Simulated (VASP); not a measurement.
A run of VASP 6.6.1 is set up as follows.

The input INCAR:

```
PREC = Accurate ; ENCUT = 520
EDIFF = 1E-6 ; ISMEAR = 0
SIGMA = 0.05 ; LREAL = False
LASPH = True ; NELM = 80
ALGO = Normal ; ISIF = 2
LWAVE = False ; LCHARG = True
LELF = True ; LVHAR = True
NBANDS = 15
```

Contents of KPOINTS:

```
Automatic mesh
0
Gamma
  8 8 8
```

POSCAR

```
BaS
1.0
    0.0000000000      3.1937500000      3.1937500000
    3.1937500000      0.0000000000      3.1937500000
    3.1937500000      3.1937500000      0.0000000000
Ba S
1 1
Direct
    0.0000000000      0.0000000000      0.0000000000
    0.5553508244      0.4446491756      0.5000000000
```

Potentials or basis: VASP PAW LDA potentials, release 64 (Ba_sv, S).

Command:

```sh
$ cat potpaw_LDA.64/Ba_sv/POTCAR potpaw_LDA.64/S/POTCAR > POTCAR
$ mpirun -np 1 vasp_std > vasp.out
```

Question: Estimate the band gap on the k mesh.

Answer: 2.15 eV (least direct gap 2.20 eV).

Question: What does it give for the largest force?

Answer: 0.515 eV/Å.

Question: Predict the pressure.

Answer: -1.2 GPa.

Stress tensor (GPa, compression positive):
```
-0.72  0.26  0.00
 0.26 -0.72  0.00
 0.00  0.00 -2.14
```

Caveat: the cell differs from its parent crystal (all S atoms moved -0.250 Å, as atom 2 along Cartesian [1 -1 0]); spin-orbit coupling is left out, which moves the levels of the heavy elements. A k mesh can miss the band edges.
